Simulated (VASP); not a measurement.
Here is a VASP 6.6.1 calculation.

File INCAR:

```
SYSTEM = PbO
ALGO = Normal ; EDIFF = 1E-6
ENCUT = 600 ; GGA = VW
GGA_COMPAT = .False. ; ISIF = 2
ISMEAR = -1 ; LASPH = .True.
LCHARG = .False. ; LREAL = .False.
LWAVE = .False. ; NBANDS = 28
NELM = 120 ; PREC = Accurate
SIGMA = 0.05
```

Contents of KPOINTS:

```
k-points
0
Gamma
  7 7 6
  0 0 0
```

File POSCAR:

```
PbO
1.0
    3.9632206696      0.0000000000      0.0000000000
    0.0000000000      3.9632206696      0.0000000000
    0.0000000000      0.0000000000      4.9763748258
Pb O
2 2
Direct
    0.5000000000      0.0000000000      0.7600000000
    0.0000000000      0.5000000000      0.2400000000
    0.5000000000      0.5000000000      0.0000000000
    0.0000000000      0.0000000000      0.0000000000
```

Potentials or basis: VASP PAW PBE potentials, release 64 (Pb_d, O).

Launch:

```bash
$ cat potpaw_PBE.64/Pb_d/POTCAR potpaw_PBE.64/O/POTCAR > POTCAR
$ mpirun -np 1 vasp_std > vasp.out
```

Q: What does it give for the band gap on the k mesh?

A: 1.36 eV (least direct gap 2.30 eV).

Q: Estimate the pressure.

A: -1.9 GPa.

Q: What does it give for the largest force?

A: 0.305 eV/Å.

Forces on the atoms (eV/Å):
```
Pb   0.000  0.000  0.305
Pb   0.000  0.000 -0.305
O    0.000  0.000  0.000
O    0.000  0.000  0.000
```

Caveat: the PAW data sets were made with another functional, which shifts forces and pressure a little; spin-orbit coupling is left out, which moves the levels of the heavy elements; an odd mesh through Γ misses points on the zone boundary, where band edges can lie.
